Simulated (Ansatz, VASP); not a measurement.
Nb in VASP and in Ansatz

```
CELL_PARAMETERS angstrom
2.80867 0.00000 0.00000
0.00000 2.80867 0.00000
0.00000 0.00000 2.80867
ATOMIC_POSITIONS crystal
Nb 0.00000 0.00000 0.00000
```

Alike in both runs: task single point; functional RPBE; k mesh 13 × 13 × 13; occupations fermi-dirac, width 0.1 eV; no spin polarisation.

|  | VASP | Ansatz |
| --- | --- | --- |
| version | VASP 6.6.1 | Ansatz 0.2.0 |
| potentials or method | VASP PAW PBE potentials, release 64 (Nb_sv), cutoff 520 eV | plane waves (420 eV) with PAW, scalar-relativistic |
| valence electrons in the cell | 13 | 13 |

Ansatz gave:

| Quantity | Value |
| --- | --- |
| pressure (GPa) | -8.4 |

Q: Which values does VASP return?

A: Pressure (GPa): -8.6.

VASP's potentials were made for PBE, not for RPBE.
